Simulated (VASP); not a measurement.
# Sn (Im-3m) in VASP: further runs, part 2 of 2

VASP 6.6.1.

## 5. Single point, LDA (volume scaled by 0.55)

Input file INCAR:

```
SYSTEM = Sn
ALGO = Normal
EDIFF = 1E-7
ENCUT = 520
GGA = CA
ISIF = 2
ISMEAR = -1
LASPH = .TRUE.
LCHARG = .FALSE.
LREAL = .FALSE.
LWAVE = .FALSE.
NBANDS = 13
NELM = 100
PREC = Accurate
SIGMA = 0.08
```

Input file KPOINTS:

```
k-points
0
G
  14 14 14
  0 0 0
```

Input file POSCAR:

```
Sn
1.0
   -1.5184833164      1.5184833164      1.5184833164
    1.5184833164     -1.5184833164      1.5184833164
    1.5184833164      1.5184833164     -1.5184833164
Sn
1
Direct
    0.0000000000      0.0000000000      0.0000000000
```

On the command line:

```
$ cat potpaw_LDA.64/Sn_d/POTCAR > POTCAR
$ mpirun -np 1 vasp_std > vasp.out
```

It took 8.9 s on 1 thread of AMD EPYC 9R45 (Zen 5), shared host; peak memory 0.1 GiB.

Results (log left out):

```
Free energy            : -1.3803 eV
Pressure               : 153.0 GPa
Band gap on the k mesh : zero (band 7 reaches 31.59 eV, above the bottom of band 8 at 14.22 eV)
```

Levels at points of the mesh, in eV from the Fermi level:
```tsv
k point	band 3	band 4	band 5	band 6	band 7	band 8	band 9	band 10	band 11	band 12
(0.00, 0.00, 0.00)	-23.14	-22.30	-22.30	-18.06	12.31	12.31	12.31	16.17	16.17	16.17
(0.50, 0.00, 0.00)	-22.34	-22.29	-21.75	-9.12	-7.47	6.10	6.54	11.54	13.31	18.98
(0.50, 0.50, 0.50)	-21.89	-21.89	-21.89	-1.81	-1.81	-1.81	2.93	4.06	4.06	20.86
```

Caveat: spin-orbit coupling is left out, which moves the levels of the heavy elements.

## 6. Single point, LDA (volume scaled by 0.65)

Input file INCAR:

```
  ALGO = Normal
  EDIFF = 1E-6
  ENCUT = 520
  ISIF = 2
  ISMEAR = -1
  LASPH = True
  LCHARG = False
  LREAL = False
  LWAVE = False
  NBANDS = 13
  NELM = 100
  PREC = Accurate
  SIGMA = 0.08
```

Input file KPOINTS:

```
k-points
0
Gamma
  14 14 14
```

Input file POSCAR:

```
Sn
1.0
   -1.6054381556      1.6054381556      1.6054381556
    1.6054381556     -1.6054381556      1.6054381556
    1.6054381556      1.6054381556     -1.6054381556
Sn
1
Direct
    0.0000000000      0.0000000000      0.0000000000
```

Potentials or basis: VASP PAW LDA potentials, release 64 (Sn_d).

On the command line:

```
$ cat potpaw_LDA.64/Sn_d/POTCAR > POTCAR
$ mpirun -np 1 vasp_std > vasp.out
```

OUTCAR:

```text
EDIFF = 1E-6
   ENCUT = 520
   ISIF = 2
   ISMEAR = -1
   LASPH = True
   LREAL = False
   NELM = 100
   PREC = Accurate

 ion  position               nearest neighbor table
   1  0.000  0.000  0.000-

  LATTYP: Found a body centered cubic cell.
 ALAT       =     3.2108763112

  Lattice vectors:

 A1 = (  -1.6054381556,   1.6054381556,   1.6054381556)
 A2 = (   1.6054381556,  -1.6054381556,   1.6054381556)
 A3 = (   1.6054381556,   1.6054381556,  -1.6054381556)

Analysis of symmetry for initial positions (statically):
=====================================================================
 Subroutine PRICEL returns:
 Original cell was already a primitive cell.

 Routine SETGRP: Setting up the symmetry group for a
 body centered cubic supercell.

 Subroutine GETGRP returns: Found 48 space group operations
 (whereof 48 operations were pure point group operations)
 out of a pool of 48 trial point group operations.

The static configuration has the point symmetry O_h .

Analysis of symmetry for dynamics (positions and initial velocities):
=====================================================================
 Subroutine PRICEL returns:
 Original cell was already a primitive cell.

 Routine SETGRP: Setting up the symmetry group for a
 body centered cubic supercell.

 Subroutine GETGRP returns: Found 48 space group operations
 (whereof 48 operations were pure point group operations)
 out of a pool of 48 trial point group operations.

The dynamic configuration has the point symmetry O_h .

 Subroutine INISYM returns: Found 48 space group operations
 (whereof 48 operations are pure point group operations),
 and found     1 'primitive' translations

----------------------------------------------------------------------------------------

                                     Primitive cell

  volume of cell :      16.5516

  direct lattice vectors                    reciprocal lattice vectors
    -1.605438156  1.605438156  1.605438156     0.000000000  0.311441458  0.311441458
     1.605438156 -1.605438156  1.605438156     0.311441458  0.000000000  0.311441458
     1.605438156  1.605438156 -1.605438156     0.311441458  0.311441458  0.000000000

  length of vectors
     2.780700454  2.780700454  2.780700454     0.440444734  0.440444734  0.440444734

  position of ions in fractional coordinates (direct lattice)
     0.000000000  0.000000000  0.000000000

  ion indices of the primitive-cell ions
   primitive index   ion index
                 1           1

----------------------------------------------------------------------------------------

 KPOINTS: k-points

Automatic generation of k-mesh.
 Grid dimensions read from file:
 generate k-points for:   14   14   14

 Generating k-lattice:

  Cartesian coordinates                     Fractional coordinates (reciprocal lattice)
     0.000000000  0.022245818  0.022245818     0.071428571  0.000000000  0.000000000
     0.022245818  0.000000000  0.022245818     0.000000000  0.071428571  0.000000000
     0.022245818  0.022245818  0.000000000     0.000000000  0.000000000  0.071428571

  Length of vectors
     0.031460338  0.031460338  0.031460338

  Shift w.r.t. Gamma in fractional coordinates (k-lattice)
     0.000000000  0.000000000  0.000000000

 Subroutine IBZKPT returns following result:
 ===========================================

 Found    104 irreducible k-points:

 Following reciprocal coordinates:
            Coordinates               Weight
  0.000000  0.000000  0.000000      1.000000
  0.071429  0.000000  0.000000     12.000000
  0.142857  0.000000  0.000000     12.000000
  0.214286  0.000000  0.000000     12.000000
  0.285714  0.000000  0.000000     12.000000
  0.357143  0.000000  0.000000     12.000000
[... 16 lines left out ...]
  0.285714  0.285714  0.000000     24.000000
  0.357143  0.285714  0.000000     24.000000
 [... further k-points ...]
   k-points           NKPTS =    104   k-points in BZ     NKDIM =    104   number of bands    NBANDS=     13
   number of dos      NEDOS =    301   number of ions     NIONS =      1
   total plane-waves  NPLWV =  13824
   dimension x,y,z NGX =    24 NGY =   24 NGZ =   24
   dimension x,y,z NGXF=    48 NGYF=   48 NGZF=   48
   ions per type =               1
   NGX,Y,Z   is equivalent  to a cutoff of  14.35, 14.35, 14.35 a.u.
   NGXF,Y,Z  is equivalent  to a cutoff of  28.70, 28.70, 28.70 a.u.
 SYSTEM =  unknown system
   PREC   = accura    normal or accurate (medium, high low for compatibility)
   ISTART =      0    job   : 0-new  1-cont  2-samecut
   ICHARG =      2    charge: 1-file 2-atom 10-const
   ISPIN  =      1    spin polarized calculation?
   LNONCOLLINEAR =      F non collinear calculations
   LSORBIT =      F    spin-orbit coupling
   LASPH  =      T    aspherical Exc in radial PAW
   ENCUT  =  520.0 eV  38.22 Ry    6.18 a.u.   5.17  5.17  5.17*2*pi/ulx,y,z
   NELM   =    100;   NELMIN=  2; NELMDL= -5     # of ELM steps
   EDIFF  = 0.1E-05   stopping-criterion for ELM
   LREAL  =      F    real-space projection
   EDIFFG = 0.1E-04   stopping-criterion for IOM
   NSW    =      0    number of steps for IOM
   IBRION =     -1    ionic relax: 0-MD 1-quasi-New 2-CG
   NFREE  =      0    steps in history (QN), initial steepest desc. (CG)
   ISIF   =      2    stress and relaxation
   ISYM   =      2    0-nonsym 1-usesym 2-fastsym
   POTIM  = 0.5000    time-step for ionic-motion
   TEBEG  =    0.0;   TEEND  =   0.0 temperature during run
   PSTRESS=    0.0 pullay stress
   NELECT =      14.0000    total number of electrons
   NUPDOWN=      -1.0000    fix difference up-down
   EMIN   =  10.00;   EMAX   =-10.00  energy-range for DOS
   EFERMI =   0.00;   METHOD = LEGACY
   ISMEAR =    -1;   SIGMA  =   0.08  broadening in eV -4-tet -1-fermi 0-gaus
   EFERMI_NEDOS =   21; number of points for ismear=-14 and -15
   IALGO  =     38    algorithm
   IMIX   =      4    mixing-type and parameters
     AMIX     =   0.40;   BMIX     =  1.00
     AMIX_MAG =   1.60;   BMIX_MAG =  1.00
  volume/ion in A,a.u.               =      16.55       111.70
  Fermi-wavevector in a.u.,A,eV,Ry     =   1.548236  2.925743 32.613653  2.397036
  Thomas-Fermi vector in A             =   2.653216
   LORBIT       =      0    0 simple, 1 ext, 2 COOP (PROOUT), +10 PAW based schemes
   GGA     = CA    functional components
   LHFCALC =     F    Hartree Fock is set to
   AEXX    =    0.0000 exact exchange contribution
   IVDW    =     0    specifies the selected vdW correction
   LEPSILON=     F    determine dielectric tensor
   LRPA    =     F    only Hartree local field effects (RPA)
 non-spin polarized calculation
  energy-cutoff  :      520.00
  volume of cell :       16.55
 maximum number of plane-waves:       466
 NGX is ok and might be reduce to    24
   NGX = 11   NGY = 11   NGZ = 11

 number of electron      14.0000001 magnetization

 Free energy of the ion-electron system (eV)
  ---------------------------------------------------
  ext. energy  EPLUGINS =         0.00000000
  ---------------------------------------------------
  free energy    TOTEN  =        -3.10223884 eV

  energy without entropy =       -3.09251866  energy(sigma->0) =       -3.09737875

 E-fermi :  15.5999     XC(G=0): -13.1622

 val. band max:       15.5048446581   @ k =   0.2857   0.2143   0.0000
 cond. band min:      15.6039317743   @ k =   0.2143   0.2143   0.0000
 fundamental gap:      0.0990871162
 Fermi energy:        15.5999356246

 k-point     1 :       0.0000    0.0000    0.0000
  band No.  band energies     occupation
      1      -6.7643      2.00000
      2      -6.7643      2.00000
      3      -6.7643      2.00000
      4      -6.2044      2.00000
      5      -6.2044      2.00000
      6      -0.2196      2.00000
      7      28.2442      0.00000
      8      28.2442      0.00000
      9      28.2442      0.00000
     10      29.2430      0.00000
     11      29.2430      0.00000
     12      29.2430      0.00000
     13      33.0853      0.00000

 k-point     2 :       0.0714    0.0000    0.0000
  band No.  band energies     occupation
      1      -6.7759      2.00000
      2      -6.7545      2.00000
      3      -6.7221      2.00000
      4      -6.2170      2.00000
      5      -6.2048      2.00000
      6      -0.0538      2.00000
      7      26.6523      0.00000
      8      27.8457      0.00000
      9      28.0358      0.00000
     10      28.2186      0.00000
     11      28.5316      0.00000
[... 339 lines left out ...]
 k-point    24 :       0.3571    0.2857    0.0000
  band No.  band energies     occupation
      1      -6.9013      2.00000
      2      -6.5390      2.00000
      3      -6.4020      2.00000
      4      -6.1924      2.00000
      5      -6.1066      2.00000
      6       9.9783      2.00000
      7      10.3997      2.00000
      8      12.5955      2.00000
      9      21.1428      0.00000
     10      29.6463      0.00000
     11      30.8843      0.00000
     12      33.5507      0.00000
     13      37.3014      0.00000

 [... further k-points ...]
[... 5 lines left out ...]
  --------------------------------------------------------------------------------------
  -------------------------------------------------------------------------------------
  Total        7.5816093      7.5816093      7.5816093     -0.0000000      0.0000000      0.0000000
  in kB      733.8904709    733.8904709    733.8904709     -0.0000000      0.0000000      0.0000000
  external PRESSURE =     733.8904709 kB  Pullay stress =       0.0000000 kB

 VOLUME and BASIS-vectors are now :
 -----------------------------------------------------------------------------
  energy-cutoff  :      520.00
  volume of cell :       16.55
      direct lattice vectors                 reciprocal lattice vectors
    -1.605438156  1.605438156  1.605438156     0.000000000  0.311441458  0.311441458
     1.605438156 -1.605438156  1.605438156     0.311441458  0.000000000  0.311441458
     1.605438156  1.605438156 -1.605438156     0.311441458  0.311441458  0.000000000

 POSITION                                       TOTAL-FORCE (eV/Angst)
 -----------------------------------------------------------------------------------
      0.00000      0.00000      0.00000        -0.000000      0.000000     -0.000000
 -----------------------------------------------------------------------------------
    total drift:                               -0.000000      0.000000      0.000000

  FREE ENERGIE OF THE ION-ELECTRON SYSTEM (eV)
  ---------------------------------------------------
  free  energy   TOTEN  =        -3.1022388386 eV

  energy  without entropy=       -3.0925186627  energy(sigma->0) =       -3.09737875
```

OSZICAR:

```text
N       E                     dE             d eps       ncg     rms          rms(c)
DAV:   1     0.809968419653E+02    0.80997E+02   -0.69463E+03  2878   0.190E+03
DAV:   2     0.146792856092E+01   -0.79529E+02   -0.76289E+02  2919   0.354E+02
DAV:   3    -0.311696251014E+01   -0.45849E+01   -0.45622E+01  3229   0.697E+01
DAV:   4    -0.319003748988E+01   -0.73075E-01   -0.73060E-01  3214   0.893E+00
DAV:   5    -0.319188094090E+01   -0.18435E-02   -0.18434E-02  3348   0.142E+00    0.350E+00
DAV:   6    -0.313327541118E+01    0.58606E-01   -0.18920E-02  4077   0.308E+00    0.192E+00
DAV:   7    -0.310330170642E+01    0.29974E-01   -0.15292E-02  4195   0.246E+00    0.133E-01
DAV:   8    -0.310224018045E+01    0.10615E-02   -0.94915E-04  3342   0.617E-01    0.310E-02
DAV:   9    -0.310223876668E+01    0.14138E-05   -0.20228E-05  4018   0.570E-02    0.171E-02
DAV:  10    -0.310223883863E+01   -0.71950E-07   -0.62088E-07  2498   0.134E-02
   1 F= -.31022388E+01 E0= -.30973788E+01  d E =-.972018E-02
```

stdout:

```text
POSCAR found type information on POSCAR Sn
 POSCAR found :  1 types and       1 ions
 scaLAPACK will be used
 LDA part: xc-table for (Slater(with rela. corr.)+CA(PZ))
 , standard interpolation
 POSCAR, INCAR and KPOINTS ok, starting setup
 FFT: planning ... GRIDC
 FFT: planning ... GRID_SOFT
 FFT: planning ... GRID
 WAVECAR not read
 entering main loop
```

Wall time 13 s (1 thread of AMD EPYC 9R45 (Zen 5), shared host); peak memory 0.11 GiB.

Results:

```
Free energy            : -3.1022 eV
Pressure               : 73.4 GPa
Band gap on the k mesh : zero (band 7 reaches 28.24 eV, above the bottom of band 8 at 11.29 eV)
```

Levels at points of the mesh, in eV from the Fermi level:
```
           k point  band 4  band 5  band 6  band 7  band 8  band 9  band 10  band 11
(0.00, 0.00, 0.00)  -21.80  -21.80  -15.82   12.64   12.64   12.64    13.64    13.64
(0.50, 0.00, 0.00)  -21.80  -21.45   -7.61   -7.17    5.44    6.63    10.56    11.70
(0.50, 0.50, 0.50)  -21.54  -21.54   -1.31   -1.31   -1.31    1.20     3.97     3.97
```

Caveat: spin-orbit coupling is left out, which moves the levels of the heavy elements.

## 7. Overview

```tsv
cell	gap on the mesh (eV)	pressure (GPa)
a = 2.460 Å, angles 109.5°, 1 atom	none	331.8
a = 2.630 Å, angles 109.5°, 1 atom	none	153.0
a = 2.781 Å, angles 109.5°, 1 atom	none	73.4
```

Alike in all rows: task single point; level LDA; potentials or basis VASP PAW LDA potentials, release 64 (Sn_d); no spin polarisation; k mesh 14 × 14 × 14; cutoff (eV) 520; smearing fermi-dirac 0.08 eV.

Caveats: spin-orbit coupling is left out, which moves the levels of the heavy elements.

Absolute energies hang on the potentials; compare differences alone.
